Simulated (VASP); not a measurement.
Crystal: LiCl.

```
Li Cl
1.0
     0.00000    2.57514    2.57514
     2.57514    0.00000    2.57514
     2.57514    2.57514    0.00000
Li Cl
1 1
Direct
  0.00000 0.00000 0.00000
  0.50000 0.50000 0.50000
```

Base run:

```yaml
Program: VASP 6.6.1
Functional: PBEsol
Potentials_or_basis: VASP PAW PBE potentials, release 64 (Li_sv, Cl)
Cutoff: 520 eV
k_mesh: 8 × 8 × 8
Occupations: gaussian, width 0.02 eV
Spin: no spin polarisation
```

Its results: band gap on the k mesh 6.07 eV, direct.

Q: The run is repeated on the same cell with these changes: functional from PBEsol to r2SCAN. What comes out?

A: Band gap on the k mesh 7.22 eV, direct.

r2SCAN gives the wider gap, since meta-GGAs in the generalised Kohn-Sham scheme recover part of the derivative discontinuity.

A k mesh can miss the band edges.
